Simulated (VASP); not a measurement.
# NbCd3 (Pm-3m) in VASP: single point with LDA

Aim: the single point of NbCd3 with LDA.

Program: VASP 6.6.1. These are calculated values, not measurements. Logs are shortened: lines on timing, memory, paths and dates and some standing lists are left out, and cuts for length are marked.

### 1 The cell of the first run

Symmetry: Pm-3m, No. 221, cubic system. The conventional cell has a = 4.215 Å, b = 4.215 Å, c = 4.215 Å, α = 90.00°, β = 90.00°, γ = 90.00°. Nb (site symmetry m-3m) has 12 Cd at 2.98 Å within 3.9 Å. Within 3.9 Å of Cd (site symmetry 4/mmm) lie 4 Nb at 2.98 Å and 8 Cd at 2.98 Å.

### 2 Single point, LDA

The input, INCAR:

```
SYSTEM = NbCd3
PREC     = Accurate       ! precision mode
ENCUT    = 520            ! plane-wave cutoff, eV
EDIFF    = 1E-7           ! SCF threshold, eV
ISMEAR   = -1             ! smearing method
SIGMA    = 0.08           ! smearing width, eV
LREAL    = .FALSE.        ! projectors in reciprocal space
LASPH    = .TRUE.         ! aspherical terms in the spheres
NELM     = 100            ! most SCF steps
ALGO     = Normal         ! electronic algorithm
ISIF     = 2              ! what is computed and relaxed
LWAVE    = .FALSE.        ! write WAVECAR
LCHARG   = .FALSE.        ! write CHGCAR
GGA      = CA             ! functional
NBANDS   = 32             ! bands
```

The input, KPOINTS:

```
Automatic mesh
0
G
  9 9 9
  0 0 0
```

The input, POSCAR:

```
NbCd3
1.0
    4.2150000000      0.0000000000      0.0000000000
    0.0000000000      4.2150000000      0.0000000000
    0.0000000000      0.0000000000      4.2150000000
Nb Cd
1 3
Direct
    0.0000000000      0.0000000000      0.0000000000
    0.0000000000      0.5000000000      0.5000000000
    0.5000000000      0.0000000000      0.5000000000
    0.5000000000      0.5000000000      0.0000000000
```

Potentials or basis: VASP PAW LDA potentials, release 64 (Nb_sv, Cd).

The run is started by

```console
cat potpaw_LDA.64/Nb_sv/POTCAR potpaw_LDA.64/Cd/POTCAR > POTCAR
mpirun -np 1 vasp_std > vasp.out
```

OUTCAR:

```text
SYSTEM = NbCd3
   PREC = Accurate
   ENCUT = 520
   EDIFF = 1E-7
   ISMEAR = -1
   LREAL = .FALSE.
   LASPH = .TRUE.
   NELM = 100
   ISIF = 2
   GGA = CA

 ion  position               nearest neighbor table
   1  0.000  0.000  0.000-   2 2.98   3 2.98   4 2.98   2 2.98   3 2.98   2 2.98   4 2.98   2 2.98
                             3 2.98   4 2.98   3 2.98   4 2.98
   2  0.000  0.500  0.500-   1 2.98   3 2.98   4 2.98   1 2.98   4 2.98   1 2.98   3 2.98   1 2.98
                             3 2.98   4 2.98   4 2.98   3 2.98
   3  0.500  0.000  0.500-   1 2.98   2 2.98   4 2.98   1 2.98   4 2.98   2 2.98   4 2.98   4 2.98
                             1 2.98   2 2.98   1 2.98   2 2.98
   4  0.500  0.500  0.000-   1 2.98   2 2.98   3 2.98   2 2.98   3 2.98   1 2.98   3 2.98   3 2.98
                             1 2.98   2 2.98   2 2.98   1 2.98

  LATTYP: Found a simple cubic cell.
 ALAT       =     4.2150000000

  Lattice vectors:

 A1 = (   4.2150000000,   0.0000000000,   0.0000000000)
 A2 = (   0.0000000000,   4.2150000000,   0.0000000000)
 A3 = (   0.0000000000,   0.0000000000,   4.2150000000)

Analysis of symmetry for initial positions (statically):
=====================================================================
 Subroutine PRICEL returns:
 Original cell was already a primitive cell.

 Routine SETGRP: Setting up the symmetry group for a
 simple cubic supercell.

 Subroutine GETGRP returns: Found 48 space group operations
 (whereof 48 operations were pure point group operations)
 out of a pool of 48 trial point group operations.

The static configuration has the point symmetry O_h .

Analysis of symmetry for dynamics (positions and initial velocities):
=====================================================================
 Subroutine PRICEL returns:
 Original cell was already a primitive cell.

 Routine SETGRP: Setting up the symmetry group for a
 simple cubic supercell.

 Subroutine GETGRP returns: Found 48 space group operations
 (whereof 48 operations were pure point group operations)
 out of a pool of 48 trial point group operations.

The dynamic configuration has the point symmetry O_h .

 Subroutine INISYM returns: Found 48 space group operations
 (whereof 48 operations are pure point group operations),
 and found     1 'primitive' translations

----------------------------------------------------------------------------------------

                                     Primitive cell

  volume of cell :      74.8846

  direct lattice vectors                    reciprocal lattice vectors
     4.215000000  0.000000000  0.000000000     0.237247924  0.000000000  0.000000000
     0.000000000  4.215000000  0.000000000     0.000000000  0.237247924  0.000000000
     0.000000000  0.000000000  4.215000000     0.000000000  0.000000000  0.237247924

  length of vectors
     4.215000000  4.215000000  4.215000000     0.237247924  0.237247924  0.237247924

  position of ions in fractional coordinates (direct lattice)
     0.000000000  0.000000000  0.000000000
     0.000000000  0.500000000  0.500000000
     0.500000000  0.000000000  0.500000000
     0.500000000  0.500000000  0.000000000

  ion indices of the primitive-cell ions
   primitive index   ion index
                 1           1
                 2           2
                 3           3
                 4           4

----------------------------------------------------------------------------------------

 KPOINTS: Automatic mesh

Automatic generation of k-mesh.
 Grid dimensions read from file:
 generate k-points for:    9    9    9

 Generating k-lattice:

  Cartesian coordinates                     Fractional coordinates (reciprocal lattice)
     0.026360880  0.000000000  0.000000000     0.111111111  0.000000000  0.000000000
     0.000000000  0.026360880  0.000000000     0.000000000  0.111111111  0.000000000
     0.000000000  0.000000000  0.026360880     0.000000000  0.000000000  0.111111111

  Length of vectors
     0.026360880  0.026360880  0.026360880

  Shift w.r.t. Gamma in fractional coordinates (k-lattice)
     0.000000000  0.000000000  0.000000000

 Subroutine IBZKPT returns following result:
 ===========================================

 Found     35 irreducible k-points:

 Following reciprocal coordinates:
            Coordinates               Weight
  0.000000  0.000000  0.000000      1.000000
  0.111111  0.000000  0.000000      6.000000
  0.222222  0.000000  0.000000      6.000000
  0.333333  0.000000  0.000000      6.000000
  0.444444  0.000000  0.000000      6.000000
  0.111111  0.111111  0.000000     12.000000
[... 16 lines left out ...]
  0.333333  0.333333  0.111111     24.000000
  0.444444  0.333333  0.111111     48.000000
 [... further k-points ...]
   k-points           NKPTS =     35   k-points in BZ     NKDIM =     35   number of bands    NBANDS=     32
   number of dos      NEDOS =    301   number of ions     NIONS =      4
   total plane-waves  NPLWV =  32768
   dimension x,y,z NGX =    32 NGY =   32 NGZ =   32
   dimension x,y,z NGXF=    64 NGYF=   64 NGZF=   64
   ions per type =               1   3
   NGX,Y,Z   is equivalent  to a cutoff of  12.62, 12.62, 12.62 a.u.
   NGXF,Y,Z  is equivalent  to a cutoff of  25.24, 25.24, 25.24 a.u.
 SYSTEM =  NbCd3
   PREC   = accura    normal or accurate (medium, high low for compatibility)
   ISTART =      0    job   : 0-new  1-cont  2-samecut
   ICHARG =      2    charge: 1-file 2-atom 10-const
   ISPIN  =      1    spin polarized calculation?
   LNONCOLLINEAR =      F non collinear calculations
   LSORBIT =      F    spin-orbit coupling
   LASPH  =      T    aspherical Exc in radial PAW
   ENCUT  =  520.0 eV  38.22 Ry    6.18 a.u.   7.84  7.84  7.84*2*pi/ulx,y,z
   NELM   =    100;   NELMIN=  2; NELMDL= -5     # of ELM steps
   EDIFF  = 0.1E-06   stopping-criterion for ELM
   LREAL  =      F    real-space projection
   EDIFFG = 0.1E-05   stopping-criterion for IOM
   NSW    =      0    number of steps for IOM
   IBRION =     -1    ionic relax: 0-MD 1-quasi-New 2-CG
   NFREE  =      0    steps in history (QN), initial steepest desc. (CG)
   ISIF   =      2    stress and relaxation
   ISYM   =      2    0-nonsym 1-usesym 2-fastsym
   POTIM  = 0.5000    time-step for ionic-motion
   TEBEG  =    0.0;   TEEND  =   0.0 temperature during run
   PSTRESS=    0.0 pullay stress
   NELECT =      49.0000    total number of electrons
   NUPDOWN=      -1.0000    fix difference up-down
   EMIN   =  10.00;   EMAX   =-10.00  energy-range for DOS
   EFERMI =   0.00;   METHOD = LEGACY
   ISMEAR =    -1;   SIGMA  =   0.08  broadening in eV -4-tet -1-fermi 0-gaus
   EFERMI_NEDOS =   21; number of points for ismear=-14 and -15
   IALGO  =     38    algorithm
   IMIX   =      4    mixing-type and parameters
     AMIX     =   0.40;   BMIX     =  1.00
     AMIX_MAG =   1.60;   BMIX_MAG =  1.00
  volume/ion in A,a.u.               =      18.72       126.34
  Fermi-wavevector in a.u.,A,eV,Ry     =   1.421268  2.685807 27.483802  2.020002
  Thomas-Fermi vector in A             =   2.542096
   LORBIT       =      0    0 simple, 1 ext, 2 COOP (PROOUT), +10 PAW based schemes
   GGA     = CA    functional components
   LHFCALC =     F    Hartree Fock is set to
   AEXX    =    0.0000 exact exchange contribution
   IVDW    =     0    specifies the selected vdW correction
   LEPSILON=     F    determine dielectric tensor
   LRPA    =     F    only Hartree local field effects (RPA)
 non-spin polarized calculation
  energy-cutoff  :      520.00
  volume of cell :       74.88
 maximum number of plane-waves:      2029
 NGX is ok and might be reduce to    32
   NGX = 15   NGY = 15   NGZ = 15

 number of electron      49.0000039 magnetization

 Free energy of the ion-electron system (eV)
  ---------------------------------------------------
  ext. energy  EPLUGINS =         0.00000000
  ---------------------------------------------------
  free energy    TOTEN  =       -15.50181055 eV

  energy without entropy =      -15.46888223  energy(sigma->0) =      -15.48534639

 E-fermi :   5.0492     XC(G=0): -12.2599

 val. band max:        5.0398767111   @ k =   0.1111   0.0000   0.0000
 cond. band min:       5.0827443326   @ k =   0.3333   0.3333   0.0000
 fundamental gap:      0.0428676215
 Fermi energy:         5.0491812280

 k-point     1 :       0.0000    0.0000    0.0000
  band No.  band energies     occupation
      1     -49.5327      2.00000
      2     -25.7565      2.00000
      3     -25.7565      2.00000
      4     -25.7565      2.00000
      5      -4.6463      2.00000
      6      -4.4117      2.00000
[... 24 lines left out ...]
     31      10.9208      0.00000
     32      12.6316      0.00000

 k-point     2 :       0.1111    0.0000    0.0000
  band No.  band energies     occupation
      1     -49.5326      2.00000
      2     -25.7593      2.00000
      3     -25.7566      2.00000
      4     -25.7566      2.00000
      5      -4.5999      2.00000
      6      -4.3939      2.00000
[... 24 lines left out ...]
     31      11.5149      0.00000
     32      12.7165      0.00000

 k-point     3 :       0.2222    0.0000    0.0000
  band No.  band energies     occupation
      1     -49.5324      2.00000
      2     -25.7663      2.00000
      3     -25.7570      2.00000
      4     -25.7570      2.00000
      5      -4.4728      2.00000
      6      -4.3456      2.00000
[... 24 lines left out ...]
     31      12.5294      0.00000
     32      12.5294      0.00000

 k-point     4 :       0.3333    0.0000    0.0000
  band No.  band energies     occupation
      1     -49.5322      2.00000
      2     -25.7744      2.00000
      3     -25.7573      2.00000
      4     -25.7573      2.00000
      5      -4.3010      2.00000
      6      -4.2831      2.00000
[... 24 lines left out ...]
     31      11.6829      0.00000
     32      11.6829      0.00000

 k-point     5 :       0.4444    0.0000    0.0000
  band No.  band energies     occupation
      1     -49.5320      2.00000
      2     -25.7796      2.00000
      3     -25.7576      2.00000
      4     -25.7576      2.00000
      5      -4.2358      2.00000
      6      -4.1604      2.00000
[... 584 lines left out ...]
     31      12.0041      0.00000
     32      12.4561      0.00000

 k-point    22 :       0.4444    0.2222    0.1111
  band No.  band energies     occupation
      1     -49.5317      2.00000
      2     -25.7775      2.00000
      3     -25.7653      2.00000
      4     -25.7598      2.00000
      5      -4.1652      2.00000
      6      -4.0070      2.00000
[... 24 lines left out ...]
     31      11.7724      0.00000
     32      13.1982      0.00000

 k-point    23 :       0.3333    0.3333    0.1111
  band No.  band energies     occupation
      1     -49.5316      2.00000
      2     -25.7729      2.00000
      3     -25.7709      2.00000
      4     -25.7599      2.00000
      5      -4.1843      2.00000
      6      -4.0239      2.00000
[... 24 lines left out ...]
     31      11.3882      0.00000
     32      11.9833      0.00000

 k-point    24 :       0.4444    0.3333    0.1111
  band No.  band energies     occupation
      1     -49.5315      2.00000
      2     -25.7762      2.00000
      3     -25.7713      2.00000
      4     -25.7600      2.00000
      5      -4.0955      2.00000
      6      -3.9634      2.00000
[... 24 lines left out ...]
     31      11.6767      0.00000
     32      12.5460      0.00000

 [... further k-points ...]
[... 5 lines left out ...]
  --------------------------------------------------------------------------------------
  -------------------------------------------------------------------------------------
  Total       -0.7912156     -0.7912156     -0.7912156     -0.0000000     -0.0000000     -0.0000000
  in kB      -16.9282746    -16.9282746    -16.9282746     -0.0000000     -0.0000000     -0.0000000
  external PRESSURE =     -16.9282746 kB  Pullay stress =       0.0000000 kB

 VOLUME and BASIS-vectors are now :
 -----------------------------------------------------------------------------
  energy-cutoff  :      520.00
  volume of cell :       74.88
      direct lattice vectors                 reciprocal lattice vectors
     4.215000000  0.000000000  0.000000000     0.237247924  0.000000000  0.000000000
     0.000000000  4.215000000  0.000000000     0.000000000  0.237247924  0.000000000
     0.000000000  0.000000000  4.215000000     0.000000000  0.000000000  0.237247924

 POSITION                                       TOTAL-FORCE (eV/Angst)
 -----------------------------------------------------------------------------------
      0.00000      0.00000      0.00000         0.000000      0.000000      0.000000
      0.00000      2.10750      2.10750         0.000000      0.000000      0.000000
      2.10750      0.00000      2.10750         0.000000      0.000000      0.000000
      2.10750      2.10750      0.00000         0.000000      0.000000      0.000000
 -----------------------------------------------------------------------------------
    total drift:                                0.000000     -0.000000     -0.000000

  FREE ENERGIE OF THE ION-ELECTRON SYSTEM (eV)
  ---------------------------------------------------
  free  energy   TOTEN  =       -15.5018105519 eV

  energy  without entropy=      -15.4688822303  energy(sigma->0) =      -15.48534639
```

Run time: 24 s. Hardware: 1 thread of Intel Xeon 6975P-C (Granite Rapids), shared host; peak memory 0.2 GiB.

What came out:

```yaml
Free_energy: -15.5018 eV
Pressure: -1.7 GPa
```
